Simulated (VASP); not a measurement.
# Ba (P-1) in VASP: single point with PBE

Aim: the single point of Ba with PBE.

All numbers are computed with VASP 6.6.1; they aren't measurements. Logs are shortened: lines on timing, memory, paths and dates and some standing lists are left out, and cuts for length are marked.

## (1) The cell of the first run

The typed cell holds 1 atom: a = 4.411 Å, b = 4.572 Å, c = 4.178 Å, α = 93.05°, β = 87.94°, γ = 123.23°.

## (2) Single point, PBE (strained)

INCAR

```
PREC = Accurate
ENCUT = 520
EDIFF = 1E-7
ISMEAR = 0
SIGMA = 0.1
LREAL = F
LASPH = T
NELM = 80
ALGO = Fast
ISIF = 2
LWAVE = F
LCHARG = T
GGA = PE
LELF = T
LVHAR = T
NBANDS = 11
```

KPOINTS

```
regular mesh
0
Gamma
  10 10 10
```

POSCAR

```
Ba
1.0
    4.4065554315     -0.1724645479      0.0791612275
   -2.3526363956      3.9189253550     -0.1218772463
    0.0718502682     -0.0862516291      4.1766686127
Ba
1
Direct
    0.0000000000      0.0000000000      0.0000000000
```

Potentials or basis: VASP PAW PBE potentials, release 64 (Ba_sv).

Command:

```console
$ cat potpaw_PBE.64/Ba_sv/POTCAR > POTCAR
$ mpirun -np 1 vasp_std > vasp.out
```

OUTCAR:

```text
PREC = Accurate
   ENCUT = 520
   EDIFF = 1E-7
   ISMEAR = 0
   LREAL = F
   LASPH = T
   NELM = 80
   ISIF = 2
   GGA = PE

 ion  position               nearest neighbor table
   1  0.000  0.000  0.000-

  LATTYP: Found a triclinic cell.
 ALAT       =     4.5724969121
 B/A-ratio  =     0.9344452756
 C/A-ratio  =     0.9137626588
 COS(alpha) =     0.0198279446
 COS(beta)  =     0.0531854497
 COS(gamma) =     0.5044334997

  Lattice vectors:

 A1 = (  -2.3526363956,   3.9189253550,  -0.1218772463)
 A2 = (   2.0539190359,   3.7464608071,  -0.0427160188)
 A3 = (  -0.0718502682,   0.0862516291,  -4.1766686127)

Analysis of symmetry for initial positions (statically):
=====================================================================
 Subroutine PRICEL returns:
 Original cell was already a primitive cell.

 Routine SETGRP: Setting up the symmetry group for a
 triclinic supercell.

 Subroutine GETGRP returns: Found  2 space group operations
 (whereof  2 operations were pure point group operations)
 out of a pool of  2 trial point group operations.

The static configuration has the point symmetry S_2 .

Analysis of symmetry for dynamics (positions and initial velocities):
=====================================================================
 Subroutine PRICEL returns:
 Original cell was already a primitive cell.

 Routine SETGRP: Setting up the symmetry group for a
 triclinic supercell.

 Subroutine GETGRP returns: Found  2 space group operations
 (whereof  2 operations were pure point group operations)
 out of a pool of  2 trial point group operations.

The dynamic configuration has the point symmetry S_2 .

 Subroutine INISYM returns: Found  2 space group operations
 (whereof  2 operations are pure point group operations),
 and found     1 'primitive' translations

----------------------------------------------------------------------------------------

                                     Primitive cell

  volume of cell :      70.3810

  direct lattice vectors                    reciprocal lattice vectors
     4.406555432 -0.172464548  0.079161228     0.232414072  0.139489668 -0.001117590
    -2.352636396  3.918925355 -0.121877246     0.010137668  0.261420379  0.005224149
     0.071850268 -0.086251629  4.176668613    -0.004109168  0.004984600  0.239598893

  length of vectors
     4.410639556  4.572496912  4.178176936     0.271062571  0.261669025  0.239685963

  position of ions in fractional coordinates (direct lattice)
     0.000000000  0.000000000  0.000000000

  ion indices of the primitive-cell ions
   primitive index   ion index
                 1           1

----------------------------------------------------------------------------------------

 KPOINTS: regular mesh

Automatic generation of k-mesh.
 Grid dimensions read from file:
 generate k-points for:   10   10   10

 Generating k-lattice:

  Cartesian coordinates                     Fractional coordinates (reciprocal lattice)
     0.023241407  0.013948967 -0.000111759     0.100000000  0.000000000 -0.000000000
     0.001013767  0.026142038  0.000522415     0.000000000  0.100000000  0.000000000
    -0.000410917  0.000498460  0.023959889     0.000000000  0.000000000  0.100000000

  Length of vectors
     0.027106257  0.026166903  0.023968596

  Shift w.r.t. Gamma in fractional coordinates (k-lattice)
     0.000000000  0.000000000  0.000000000

 Subroutine IBZKPT returns following result:
 ===========================================

 Found    504 irreducible k-points:

 Following reciprocal coordinates:
            Coordinates               Weight
  0.000000  0.000000  0.000000      1.000000
  0.100000 -0.000000  0.000000      2.000000
  0.200000 -0.000000  0.000000      2.000000
  0.300000 -0.000000  0.000000      2.000000
  0.400000  0.000000 -0.000000      2.000000
  0.500000  0.000000 -0.000000      1.000000
[... 16 lines left out ...]
 -0.400000  0.200000  0.000000      2.000000
 -0.300000  0.200000  0.000000      2.000000
 [... further k-points ...]
   k-points           NKPTS =    504   k-points in BZ     NKDIM =    504   number of bands    NBANDS=     11
   number of dos      NEDOS =    301   number of ions     NIONS =      1
   total plane-waves  NPLWV =  41472
   dimension x,y,z NGX =    36 NGY =   36 NGZ =   32
   dimension x,y,z NGXF=    72 NGYF=   72 NGZF=   64
   ions per type =               1
   NGX,Y,Z   is equivalent  to a cutoff of  13.57, 13.09, 12.73 a.u.
   NGXF,Y,Z  is equivalent  to a cutoff of  27.14, 26.18, 25.47 a.u.
 SYSTEM =  unknown system
   PREC   = accura    normal or accurate (medium, high low for compatibility)
   ISTART =      0    job   : 0-new  1-cont  2-samecut
   ICHARG =      2    charge: 1-file 2-atom 10-const
   ISPIN  =      1    spin polarized calculation?
   LNONCOLLINEAR =      F non collinear calculations
   LSORBIT =      F    spin-orbit coupling
   LASPH  =      T    aspherical Exc in radial PAW
   ENCUT  =  520.0 eV  38.22 Ry    6.18 a.u.   8.20  8.50  7.77*2*pi/ulx,y,z
   NELM   =     80;   NELMIN=  2; NELMDL= -5     # of ELM steps
   EDIFF  = 0.1E-06   stopping-criterion for ELM
   LREAL  =      F    real-space projection
   EDIFFG = 0.1E-05   stopping-criterion for IOM
   NSW    =      0    number of steps for IOM
   IBRION =     -1    ionic relax: 0-MD 1-quasi-New 2-CG
   NFREE  =      0    steps in history (QN), initial steepest desc. (CG)
   ISIF   =      2    stress and relaxation
   ISYM   =      2    0-nonsym 1-usesym 2-fastsym
   POTIM  = 0.5000    time-step for ionic-motion
   TEBEG  =    0.0;   TEEND  =   0.0 temperature during run
   PSTRESS=    0.0 pullay stress
   NELECT =      10.0000    total number of electrons
   NUPDOWN=      -1.0000    fix difference up-down
   EMIN   =  10.00;   EMAX   =-10.00  energy-range for DOS
   EFERMI =   0.00;   METHOD = LEGACY
   ISMEAR =     0;   SIGMA  =   0.10  broadening in eV -4-tet -1-fermi 0-gaus
   EFERMI_NEDOS =   21; number of points for ismear=-14 and -15
   IALGO  =     68    algorithm
   IMIX   =      4    mixing-type and parameters
     AMIX     =   0.40;   BMIX     =  1.00
     AMIX_MAG =   1.60;   BMIX_MAG =  1.00
  volume/ion in A,a.u.               =      70.38       474.95
  Fermi-wavevector in a.u.,A,eV,Ry     =   0.854259  1.614316  9.928970  0.729759
  Thomas-Fermi vector in A             =   1.970828
   LORBIT       =      0    0 simple, 1 ext, 2 COOP (PROOUT), +10 PAW based schemes
   GGA     = PE    functional components
   LHFCALC =     F    Hartree Fock is set to
   AEXX    =    0.0000 exact exchange contribution
   IVDW    =     0    specifies the selected vdW correction
   LEPSILON=     F    determine dielectric tensor
   LRPA    =     F    only Hartree local field effects (RPA)
 non-spin polarized calculation
 RMM-DIIS sequential band-by-band and
 Gauss-broadening in eV      SIGMA  =   0.10
  energy-cutoff  :      520.00
  volume of cell :       70.38
 maximum number of plane-waves:      1914
 NGX is ok and might be reduce to    36
   NGX = 17   NGY = 17   NGZ = 15

 number of electron      10.0000000 magnetization

 Free energy of the ion-electron system (eV)
  ---------------------------------------------------
  ext. energy  EPLUGINS =         0.00000000
  ---------------------------------------------------
  free energy    TOTEN  =        -1.70618574 eV

  energy without entropy =       -1.69986626  energy(sigma->0) =       -1.70302600

 E-fermi :   1.3096     XC(G=0):  -7.0536

 val. band max:        1.3091046597   @ k =   0.5000  -0.0000   0.4000
 cond. band min:       1.3100949501   @ k =  -0.4000  -0.2000   0.3000
 fundamental gap:      0.0009902904
 Fermi energy:         1.3096381407

 k-point     1 :       0.0000    0.0000    0.0000
  band No.  band energies     occupation
      1     -27.9555      2.00000
      2     -12.9420      2.00000
      3     -12.9162      2.00000
      4     -12.8998      2.00000
      5      -1.3421      2.00000
      6       1.4823      0.01460
      7       2.5555      0.00000
      8       3.3468      0.00000
      9       5.4488      0.00000
     10       5.6316      0.00000
     11       7.2304      0.00000

 k-point     2 :       0.1000   -0.0000    0.0000
  band No.  band energies     occupation
      1     -27.9519      2.00000
      2     -12.9587      2.00000
      3     -12.9389      2.00000
      4     -12.9113      2.00000
      5      -1.1740      2.00000
      6       1.5626      0.00035
      7       2.6948      0.00000
      8       3.0516      0.00000
      9       5.2540      0.00000
     10       5.4168      0.00000
     11       7.7982      0.00000

 k-point     3 :       0.2000   -0.0000    0.0000
  band No.  band energies     occupation
      1     -27.9423      2.00000
      2     -13.0614      2.00000
      3     -12.9794      2.00000
      4     -12.8985      2.00000
      5      -0.7153      2.00000
      6       1.7481      0.00000
      7       2.4060      0.00000
      8       3.2783      0.00000
      9       4.6566      0.00000
     10       5.2717      0.00000
     11       8.2622      0.00000

 k-point     4 :       0.3000   -0.0000    0.0000
  band No.  band energies     occupation
      1     -27.9305      2.00000
      2     -13.1959      2.00000
      3     -13.0161      2.00000
      4     -12.8824      2.00000
      5      -0.1103      2.00000
      6       1.6944      0.00000
      7       2.2824      0.00000
      8       4.0469      0.00000
      9       4.1617      0.00000
     10       5.1193      0.00000
     11       7.3494      0.00000
[... 239 lines left out ...]
 k-point    22 :       0.5000    0.2000   -0.0000
  band No.  band energies     occupation
      1     -27.9218      2.00000
      2     -13.2561      2.00000
      3     -13.0969      2.00000
      4     -12.8700      2.00000
      5       0.7662      2.00000
      6       1.5688      0.00025
      7       2.1740      0.00000
      8       3.9593      0.00000
      9       4.6732      0.00000
     10       5.2052      0.00000
     11       6.2927      0.00000

 k-point    23 :      -0.4000    0.2000    0.0000
  band No.  band energies     occupation
      1     -27.9304      2.00000
      2     -13.2020      2.00000
      3     -13.0318      2.00000
      4     -12.8816      2.00000
      5       0.1943      2.00000
      6       1.6661      0.00000
      7       2.0427      0.00000
      8       4.0970      0.00000
      9       4.5973      0.00000
     10       4.9805      0.00000
     11       6.8425      0.00000

 k-point    24 :      -0.3000    0.2000    0.0000
  band No.  band energies     occupation
      1     -27.9399      2.00000
      2     -13.1352      2.00000
      3     -12.9590      2.00000
      4     -12.8946      2.00000
      5      -0.4050      2.00000
      6       1.7936      0.00000
      7       1.9666      0.00000
      8       4.0741      0.00000
      9       4.3353      0.00000
     10       5.3300      0.00000
     11       7.2964      0.00000

 [... further k-points ...]
[... 5 lines left out ...]
  --------------------------------------------------------------------------------------
  -------------------------------------------------------------------------------------
  Total       -0.2595864     -0.2244956     -0.4636238      0.2308218     -0.0706544      0.0585288
  in kB       -5.9093131     -5.1104927    -10.5540891      5.2545057     -1.6084006      1.3323696
  external PRESSURE =      -7.1912983 kB  Pullay stress =       0.0000000 kB

 VOLUME and BASIS-vectors are now :
 -----------------------------------------------------------------------------
  energy-cutoff  :      520.00
  volume of cell :       70.38
      direct lattice vectors                 reciprocal lattice vectors
     4.406555432 -0.172464548  0.079161228     0.232414072  0.139489668 -0.001117590
    -2.352636396  3.918925355 -0.121877246     0.010137668  0.261420379  0.005224149
     0.071850268 -0.086251629  4.176668613    -0.004109168  0.004984600  0.239598893

 POSITION                                       TOTAL-FORCE (eV/Angst)
 -----------------------------------------------------------------------------------
      0.00000      0.00000      0.00000        -0.000000      0.000000     -0.000000
 -----------------------------------------------------------------------------------
    total drift:                                0.000000     -0.000000      0.000000

  FREE ENERGIE OF THE ION-ELECTRON SYSTEM (eV)
  ---------------------------------------------------
  free  energy   TOTEN  =        -1.7061857408 eV

  energy  without entropy=       -1.6998662605  energy(sigma->0) =       -1.70302600
```

Run time: 8.8 min. Hardware: 1 thread of Intel Xeon 8259CL, shared host; peak memory 0.51 GiB.

Results:

| Item | Value |
| --- | --- |
| Free energy | -1.7062 eV |
| Pressure | -0.7 GPa |
| Band gap on the k mesh | zero (bands 5 and 6 overlap by 0.42 eV) |

Stress tensor (GPa, compression positive):
```
-0.59  0.53  0.13
 0.53 -0.51 -0.16
 0.13 -0.16 -1.06
```

Caveat: the cell differs from its parent crystal (strained); spin-orbit coupling is left out, which moves the levels of the heavy elements.
